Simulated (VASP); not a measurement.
# NiO (Fm-3m) in VASP: notebook

NiO is run at these levels: LDA+U; tasks: single point.

Program: VASP 6.6.1. These are calculated values, not measurements. Logs are shortened: lines on timing, memory, paths and dates and some standing lists are left out, and cuts for length are marked.

## (1) The cell of the first run

The structure is cubic, space group Fm-3m (No. 225). Conventional cell: a = 4.183 Å, b = 4.183 Å, c = 4.183 Å, α = 90.00°, β = 90.00°, γ = 90.00°. Ni (site symmetry m-3m) has 6 O at 2.09 Å within 2.8 Å. Within 2.8 Å of O (site symmetry m-3m) lie 6 Ni at 2.09 Å.

## (2) Single point, LDA+U, collinear spin, ferromagnetic start

INCAR reads:

```
ALGO     = Normal         # electronic algorithm
EDIFF    = 1E-6           # SCF threshold, eV
ENCUT    = 600            # plane-wave cutoff, eV
GGA      = CA             # functional
GGA_COMPAT= F            
ISIF     = 2              # what is computed and relaxed
ISMEAR   = 0              # smearing method
ISPIN    = 2              # spin polarisation
LASPH    = T              # aspherical terms in the spheres
LCHARG   = F              # write CHGCAR
LDAU     = T              # DFT+U
LDAUJ    = 0 0          
LDAUL    = 2 -1           # shell
LDAUPRINT= 1            
LDAUTYPE = 2            
LDAUU    = 4.2 0          # U, eV
LMAXMIX  = 4              # l up to which the mixer works
LORBIT   = 11             # projections on sites
LREAL    = F              # projectors in reciprocal space
LWAVE    = F              # write WAVECAR
MAGMOM   = 2 0            # initial moments
NBANDS   = 19             # bands
NELM     = 200            # most SCF steps
PREC     = Accurate       # precision mode
SIGMA    = 0.05           # smearing width, eV
```

KPOINTS reads:

```
k-points
0
Gamma
  6 6 6
```

POSCAR reads:

```
NiO
1.0
    0.0000000000      2.0913095126      2.0913095126
    2.0913095126      0.0000000000      2.0913095126
    2.0913095126      2.0913095126      0.0000000000
Ni O
1 1
Direct
    0.0000000000      0.0000000000      0.0000000000
    0.5000000000      0.5000000000      0.5000000000
```

Potentials or basis: VASP PAW LDA potentials, release 64 (Ni, O).

Run with:

```bash
$ cat potpaw_LDA.64/Ni/POTCAR potpaw_LDA.64/O/POTCAR > POTCAR
$ mpirun -np 1 vasp_std > vasp.out
```

OUTCAR:

```text
EDIFF = 1E-6
   ENCUT = 600
   GGA = CA
   ISIF = 2
   ISMEAR = 0
   ISPIN = 2
   LASPH = T
   LORBIT = 11
   LREAL = F
   NELM = 200
   PREC = Accurate

 ion  position               nearest neighbor table
   1  0.000  0.000  0.000-   2 2.09   2 2.09   2 2.09   2 2.09   2 2.09   2 2.09
   2  0.500  0.500  0.500-   1 2.09   1 2.09   1 2.09   1 2.09   1 2.09   1 2.09

  LATTYP: Found a face centered cubic cell.
 ALAT       =     4.1826190252

  Lattice vectors:

 A1 = (   0.0000000000,   2.0913095126,   2.0913095126)
 A2 = (   2.0913095126,   0.0000000000,   2.0913095126)
 A3 = (   2.0913095126,   2.0913095126,   0.0000000000)

Analysis of symmetry for initial positions (statically):
=====================================================================
 Subroutine PRICEL returns:
 Original cell was already a primitive cell.

 Routine SETGRP: Setting up the symmetry group for a
 face centered cubic supercell.

 Subroutine GETGRP returns: Found 48 space group operations
 (whereof 48 operations were pure point group operations)
 out of a pool of 48 trial point group operations.

The static configuration has the point symmetry O_h .

Analysis of symmetry for dynamics (positions and initial velocities):
=====================================================================
 Subroutine PRICEL returns:
 Original cell was already a primitive cell.

 Routine SETGRP: Setting up the symmetry group for a
 face centered cubic supercell.

 Subroutine GETGRP returns: Found 48 space group operations
 (whereof 48 operations were pure point group operations)
 out of a pool of 48 trial point group operations.

The dynamic configuration has the point symmetry O_h .

Analysis of structural, dynamic, and magnetic symmetry:
=====================================================================
 Subroutine PRICEL returns:
 Original cell was already a primitive cell.

 Routine SETGRP: Setting up the symmetry group for a
 face centered cubic supercell.

 Subroutine GETGRP returns: Found 48 space group operations
 (whereof 48 operations were pure point group operations)
 out of a pool of 48 trial point group operations.

The overall configuration has the point symmetry O_h .

 Subroutine INISYM returns: Found 48 space group operations
 (whereof 48 operations are pure point group operations),
 and found     1 'primitive' translations

----------------------------------------------------------------------------------------

                                     Primitive cell

  volume of cell :      18.2930

  direct lattice vectors                    reciprocal lattice vectors
     0.000000000  2.091309513  2.091309513    -0.239084649  0.239084649  0.239084649
     2.091309513  0.000000000  2.091309513     0.239084649 -0.239084649  0.239084649
     2.091309513  2.091309513  0.000000000     0.239084649  0.239084649 -0.239084649

  length of vectors
     2.957558276  2.957558276  2.957558276     0.414106759  0.414106759  0.414106759

  position of ions in fractional coordinates (direct lattice)
     0.000000000  0.000000000  0.000000000
     0.500000000  0.500000000  0.500000000

  ion indices of the primitive-cell ions
   primitive index   ion index
                 1           1
                 2           2

----------------------------------------------------------------------------------------

 KPOINTS: k-points

Automatic generation of k-mesh.
 Grid dimensions read from file:
 generate k-points for:    6    6    6

 Generating k-lattice:
[... 61 lines left out ...]
   POTIM  = 0.5000    time-step for ionic-motion
   TEBEG  =    0.0;   TEEND  =   0.0 temperature during run
   PSTRESS=    0.0 pullay stress
   NELECT =      16.0000    total number of electrons
   NUPDOWN=      -1.0000    fix difference up-down
   EMIN   =  10.00;   EMAX   =-10.00  energy-range for DOS
   EFERMI =   0.00;   METHOD = LEGACY
   ISMEAR =     0;   SIGMA  =   0.05  broadening in eV -4-tet -1-fermi 0-gaus
   EFERMI_NEDOS =   21; number of points for ismear=-14 and -15
   IALGO  =     38    algorithm
   IMIX   =      4    mixing-type and parameters
     AMIX     =   0.40;   BMIX     =  1.00
     AMIX_MAG =   1.60;   BMIX_MAG =  1.00
  volume/ion in A,a.u.               =       9.15        61.72
  Fermi-wavevector in a.u.,A,eV,Ry     =   1.565621  2.958594 33.350161  2.451168
  Thomas-Fermi vector in A             =   2.668070
   LORBIT       =     11    0 simple, 1 ext, 2 COOP (PROOUT), +10 PAW based schemes
 LDA+U is selected, type is set to LDAUTYPE =  2
   angular momentum for each species LDAUL =     2   -1
   U (eV)           for each species LDAUU =   4.2  0.0
   J (eV)           for each species LDAUJ =   0.0  0.0
   GGA     = CA    functional components
   LHFCALC =     F    Hartree Fock is set to
   AEXX    =    0.0000 exact exchange contribution
   IVDW    =     0    specifies the selected vdW correction
   LEPSILON=     F    determine dielectric tensor
   LRPA    =     F    only Hartree local field effects (RPA)
 spin polarized calculation
 Gauss-broadening in eV      SIGMA  =   0.05
  energy-cutoff  :      600.00
  volume of cell :       18.29
 maximum number of plane-waves:       624
   NGX = 11   NGY = 11   NGZ = 11

atom =   1  type =  1  l = 2

 onsite density matrix

spin component  1

  0.9765  0.0000 -0.0000  0.0000  0.0000
  0.0000  0.9765 -0.0000 -0.0000  0.0000
 -0.0000 -0.0000  1.0267 -0.0000  0.0000
  0.0000 -0.0000 -0.0000  0.9765 -0.0000
  0.0000  0.0000  0.0000 -0.0000  1.0267

spin component  2

  0.9732  0.0000 -0.0000  0.0000 -0.0000
  0.0000  0.9732 -0.0000 -0.0000  0.0000
 -0.0000 -0.0000  0.1889  0.0000  0.0000
  0.0000 -0.0000  0.0000  0.9732  0.0000
 -0.0000  0.0000  0.0000  0.0000  0.1889

 occupancies and eigenvectors

  o =  0.1889  v =  0.0000  0.0000  0.0000  0.0000  0.0000  0.0000 -0.0000  0.0131  0.0000 -0.9999      0.0000  0.0000  0.0000  0.0000  0.0000  0.0000  0.0000  0.0000  0.0000  0.0000
  o =  0.1889  v =  0.0000  0.0000  0.0000  0.0000  0.0000  0.0000  0.0000 -0.9999 -0.0000 -0.0131      0.0000  0.0000  0.0000  0.0000  0.0000  0.0000  0.0000  0.0000  0.0000  0.0000
  o =  0.9732  v =  0.0000  0.0000  0.0000  0.0000  0.0000  0.0000 -0.5103 -0.0000  0.8600 -0.0000      0.0000  0.0000  0.0000  0.0000  0.0000  0.0000  0.0000  0.0000  0.0000  0.0000
  o =  0.9732  v =  0.0000  0.0000  0.0000  0.0000  0.0000  1.0000  0.0000  0.0000  0.0000  0.0000      0.0000  0.0000  0.0000  0.0000  0.0000  0.0000  0.0000  0.0000  0.0000  0.0000
  o =  0.9732  v =  0.0000  0.0000  0.0000  0.0000  0.0000  0.0000 -0.8600 -0.0000 -0.5103  0.0000      0.0000  0.0000  0.0000  0.0000  0.0000  0.0000  0.0000  0.0000  0.0000  0.0000
  o =  0.9765  v =  0.0000 -0.4013 -0.0000  0.9159 -0.0000  0.0000  0.0000  0.0000  0.0000  0.0000      0.0000  0.0000  0.0000  0.0000  0.0000  0.0000  0.0000  0.0000  0.0000  0.0000
  o =  0.9765  v =  0.0000 -0.9159  0.0000 -0.4013 -0.0000  0.0000  0.0000  0.0000  0.0000  0.0000      0.0000  0.0000  0.0000  0.0000  0.0000  0.0000  0.0000  0.0000  0.0000  0.0000
  o =  0.9765  v =  1.0000  0.0000  0.0000  0.0000  0.0000  0.0000  0.0000  0.0000  0.0000  0.0000      0.0000  0.0000  0.0000  0.0000  0.0000  0.0000  0.0000  0.0000  0.0000  0.0000
  o =  1.0267  v =  0.0000 -0.0000 -0.9994 -0.0000  0.0336  0.0000  0.0000  0.0000  0.0000  0.0000      0.0000  0.0000  0.0000  0.0000  0.0000  0.0000  0.0000  0.0000  0.0000  0.0000
  o =  1.0267  v =  0.0000 -0.0000  0.0336  0.0000  0.9994  0.0000  0.0000  0.0000  0.0000  0.0000      0.0000  0.0000  0.0000  0.0000  0.0000  0.0000  0.0000  0.0000  0.0000  0.0000

 number of electron      16.0000005 magnetization       1.9998040

 Free energy of the ion-electron system (eV)
  ---------------------------------------------------
  ext. energy  EPLUGINS =         0.00000000
  ---------------------------------------------------
  free energy    TOTEN  =       -11.94882429 eV

  energy without entropy =      -11.94882429  energy(sigma->0) =      -11.94882429

 E-fermi :   7.1886     XC(G=0): -13.1295

 val. band max:        6.8106101231   @ k =   0.5000   0.0000   0.0000
 cond. band min:       7.5921205582   @ k =   0.0000   0.0000   0.0000
 fundamental gap:      0.7815104351
 Fermi energy:         7.1886008666

 spin component 1

 k-point     1 :       0.0000    0.0000    0.0000
  band No.  band energies     occupation
      1     -12.3418      1.00000
      2       1.8803      1.00000
      3       1.8803      1.00000
      4       2.5915      1.00000
      5       2.5915      1.00000
      6       2.5915      1.00000
[... 328 lines left out ...]
      5       2.7313      1.00000
      6       3.4950      1.00000
[... 11 lines left out ...]
     18      39.9372      0.00000
     19      42.4830      0.00000
 Fermi energy:         7.1886008666

 spin component 2

 k-point     1 :       0.0000    0.0000    0.0000
  band No.  band energies     occupation
      1     -11.9212      1.00000
      2       3.7007      1.00000
      3       3.7007      1.00000
      4       3.7008      1.00000
      5       5.2736      1.00000
      6       5.2736      1.00000
[... 329 lines left out ...]
      6       4.7070      1.00000
[... 11 lines left out ...]
     18      40.3013      0.00000
     19      42.8614      0.00000

------------------------ aborting loop because EDIFF is reached ----------------------------------------

  FORCE on cell =-STRESS in cart. coord.  units (eV):
  Direction    XX          YY          ZZ          XY          YZ          ZX
  --------------------------------------------------------------------------------------
  -------------------------------------------------------------------------------------
  Total       -1.7315162     -1.7315162     -1.7315162     -0.0000000      0.0000000      0.0000000
  in kB     -151.6534231   -151.6534231   -151.6534231     -0.0000000      0.0000000      0.0000000
  external PRESSURE =    -151.6534231 kB  Pullay stress =       0.0000000 kB

 VOLUME and BASIS-vectors are now :
 -----------------------------------------------------------------------------
  energy-cutoff  :      600.00
  volume of cell :       18.29
      direct lattice vectors                 reciprocal lattice vectors
     0.000000000  2.091309513  2.091309513    -0.239084649  0.239084649  0.239084649
     2.091309513  0.000000000  2.091309513     0.239084649 -0.239084649  0.239084649
     2.091309513  2.091309513  0.000000000     0.239084649  0.239084649 -0.239084649

 POSITION                                       TOTAL-FORCE (eV/Angst)
 -----------------------------------------------------------------------------------
      0.00000      0.00000      0.00000         0.000000      0.000000      0.000000
      2.09131      2.09131      2.09131        -0.000000     -0.000000      0.000000
 -----------------------------------------------------------------------------------
    total drift:                                0.000000     -0.000000     -0.000000

  FREE ENERGIE OF THE ION-ELECTRON SYSTEM (eV)
  ---------------------------------------------------
  free  energy   TOTEN  =       -11.9488242871 eV

  energy  without entropy=      -11.9488242871  energy(sigma->0) =      -11.94882429

 total charge

# of ion       s       p       d       tot
------------------------------------------
    1        0.344   0.422   8.253   9.019
    2        1.533   3.436   0.000   4.969
--------------------------------------------------
tot          1.877   3.858   8.253  13.988

 magnetization (x)

# of ion       s       p       d       tot
------------------------------------------
    1        0.010   0.015   1.685   1.709
    2        0.024   0.235   0.000   0.259
--------------------------------------------------
tot          0.034   0.250   1.685   1.968
```

It took 27 s on 1 thread of Oxide Virtual Turin-like, shared host; peak memory 0.1 GiB.

Results:

```yaml
Free_energy: -11.9488 eV
Pressure: -15.2 GPa
Band_gap_on_the_k_mesh: 0.78 eV (least direct gap 1.69 eV)
Net_moment: 2.00 μB per cell
Site_moments: Ni +1.71; O +0.26 μB
Valence_electrons_inside_the_program's_atomic_spheres: Ni 9.02; O 4.97
```

Eigenvalues of the final occupation matrices:
```csv
site,spin,trace,eigenvalues
site 1 d,1,4.98,0.98 0.98 0.98 1.03 1.03
site 1 d,2,3.30,0.19 0.19 0.97 0.97 0.97
```

Caveat: the k points lie up to 0.43 Å⁻¹ apart; a cell with one magnetic atom can't hold antiferromagnetic order, which such compounds often take.

## (3) Single point, LDA+U, collinear spin, antiferromagnetic start

This run uses another cell than the first one: it holds 4 atoms, not 2.

INCAR reads:

```
PREC = Accurate
ENCUT = 600
EDIFF = 1E-6
ISMEAR = 0
SIGMA = 0.05
LREAL = False
LASPH = True
NELM = 200
ALGO = Normal
ISIF = 2
LWAVE = False
LCHARG = False
ISPIN = 2
MAGMOM = 1.7 -1.7 0 0
LORBIT = 11
LMAXMIX = 4
LDAU = True
LDAUTYPE = 2
LDAUL = 2 -1
LDAUU = 4.2 0
LDAUJ = 0 0
LDAUPRINT = 1
GGA = CA
NBANDS = 28
GGA_COMPAT = False
```

KPOINTS reads:

```
regular mesh
0
Gamma
  10 10 10
```

POSCAR reads:

```
NiO
1.0
    0.0000000000      2.0913095126      2.0913095126
    2.0913095126      0.0000000000      2.0913095126
    4.1826190252      4.1826190252      0.0000000000
Ni O
2 2
Direct
    0.0000000000      0.0000000000      0.0000000000
    0.0000000000      0.0000000000      0.5000000000
    0.5000000000      0.5000000000      0.2500000000
    0.5000000000      0.5000000000      0.7500000000
```

Potentials or basis: VASP PAW LDA potentials, release 64 (Ni, O).

Run with:

```bash
$ cat potpaw_LDA.64/Ni/POTCAR potpaw_LDA.64/O/POTCAR > POTCAR
$ mpirun -np 1 vasp_std > vasp.out
```

Wall time 7.2 min (1 thread of Oxide Virtual Turin-like, shared host); peak memory 0.28 GiB.

It converged, with:

- Free energy: -24.2188 eV
- Pressure: -18.7 GPa
- Band gap on the k mesh: 2.26 eV
- Net moment: 0.00 μB per cell
- Site moments: Ni +1.58, -1.58; O +0.00 μB
- Valence electrons inside the program's atomic spheres: Ni 9.04; O 4.95

Stress tensor (GPa, compression positive):
```
-18.68  -0.14   0.14
 -0.14 -18.68   0.14
  0.14   0.14 -18.68
```

Levels at points of the mesh, in eV from the valence-band top:
Spin up:
```csv
k point,band 14,band 15,band 16,band 17,band 18,band 19
"(0.00, 0.00, 0.00)",-1.17,-0.90,-0.90,3.12,3.13,3.13
"(0.50, 0.00, 0.00)",-1.06,-0.74,-0.54,3.24,3.38,6.99
"(0.00, 0.00, 0.50)",-1.31,0.00,0.00,2.84,2.84,5.75
"(0.50, 0.00, 0.50)",-1.02,-0.92,-0.49,2.85,2.89,8.80
```
Spin down:
| k point | band 13 | band 14 | band 15 | band 16 | band 17 | band 18 | band 19 | band 20 |
| --- | --- | --- | --- | --- | --- | --- | --- | --- |
| (0.00, 0.00, 0.00) | -1.23 | -1.17 | -0.90 | -0.90 | 3.12 | 3.13 | 3.13 | 6.98 |
| (0.50, 0.00, 0.00) | -1.64 | -1.06 | -0.74 | -0.54 | 3.24 | 3.38 | 6.99 | 7.51 |
| (0.00, 0.00, 0.50) | -1.47 | -1.31 | 0.00 | 0.00 | 2.84 | 2.84 | 5.75 | 5.86 |
| (0.50, 0.00, 0.50) | -1.21 | -1.02 | -0.92 | -0.49 | 2.85 | 2.89 | 8.80 | 8.99 |

Eigenvalues of the final occupation matrices:
```tsv
site	spin	trace	eigenvalues
site 1 d	1	4.95	0.98 0.98 0.98 1.01 1.01
site 1 d	2	3.36	0.22 0.22 0.97 0.97 0.97
site 2 d	1	3.36	0.22 0.22 0.97 0.97 0.97
site 2 d	2	4.95	0.98 0.98 0.98 1.01 1.01
```

Caveat: the cell stands under tension. The state reached can hang on the start; a lower one may exist.

## (4) Single point, LDA+U, collinear spin, antiferromagnetic start

This run uses another cell than the first one: it holds 4 atoms, not 2.

INCAR reads:

```
SYSTEM = NiO
ALGO = Normal ; EDIFF = 1E-6
ENCUT = 600 ; GGA_COMPAT = .False.
ISIF = 2 ; ISMEAR = 0
ISPIN = 2 ; LASPH = .True.
LCHARG = .True. ; LDAU = .True.
LDAUJ = 0 0 ; LDAUL = 2 -1
LDAUPRINT = 1 ; LDAUTYPE = 2
LDAUU = 4.2 0 ; LELF = .True.
LMAXMIX = 4 ; LORBIT = 11
LREAL = .False. ; LVHAR = .True.
LWAVE = .False. ; MAGMOM = 1.7 -1.7 0 0
NBANDS = 28 ; NELM = 200
PREC = Accurate ; SIGMA = 0.05
```

KPOINTS reads:

```
k-points
0
Gamma
  10 10 10
  0 0 0
```

POSCAR is that of step 3.

Run with:

```bash
$ cat potpaw_LDA.64/Ni/POTCAR potpaw_LDA.64/O/POTCAR > POTCAR
$ mpirun -np 1 vasp_std > vasp.out
```

It took 8 min on 1 thread of Oxide Virtual Turin-like, shared host; peak memory 0.28 GiB.

It converged, with:

- Free energy: -24.2188 eV
- Pressure: -18.7 GPa
- Band gap on the k mesh: 2.26 eV
- Net moment: 0.00 μB per cell
- Site moments: Ni +1.58, -1.58; O +0.00 μB
- Valence electrons inside the program's atomic spheres: Ni 9.04; O 4.95

Stress tensor (GPa, compression positive):
```
-18.68  -0.14   0.14
 -0.14 -18.68   0.14
  0.14   0.14 -18.68
```

Levels at points of the mesh, in eV from the valence-band top:
Spin up:
| k point | band 14 | band 15 | band 16 | band 17 | band 18 | band 19 |
| --- | --- | --- | --- | --- | --- | --- |
| (0.00, 0.00, 0.00) | -1.17 | -0.90 | -0.90 | 3.12 | 3.13 | 3.13 |
| (0.50, 0.00, 0.00) | -1.06 | -0.74 | -0.54 | 3.24 | 3.38 | 6.99 |
| (0.00, 0.00, 0.50) | -1.31 | 0.00 | 0.00 | 2.84 | 2.84 | 5.75 |
| (0.50, 0.00, 0.50) | -1.02 | -0.92 | -0.49 | 2.85 | 2.89 | 8.80 |
Spin down:
```tsv
k point	band 14	band 15	band 16	band 17	band 18	band 19
(0.00, 0.00, 0.00)	-1.17	-0.90	-0.90	3.12	3.13	3.13
(0.50, 0.00, 0.00)	-1.06	-0.74	-0.54	3.24	3.38	6.99
(0.00, 0.00, 0.50)	-1.31	0.00	0.00	2.84	2.84	5.75
(0.50, 0.00, 0.50)	-1.02	-0.92	-0.49	2.85	2.89	8.80
```

Eigenvalues of the final occupation matrices:
| site | spin | trace | eigenvalues |
| --- | --- | --- | --- |
| site 1 d | 1 | 4.95 | 0.98 0.98 0.98 1.01 1.01 |
| site 1 d | 2 | 3.36 | 0.22 0.22 0.97 0.97 0.97 |
| site 2 d | 1 | 3.36 | 0.22 0.22 0.97 0.97 0.97 |
| site 2 d | 2 | 4.95 | 0.98 0.98 0.98 1.01 1.01 |

Caveat: the cell stands under tension.
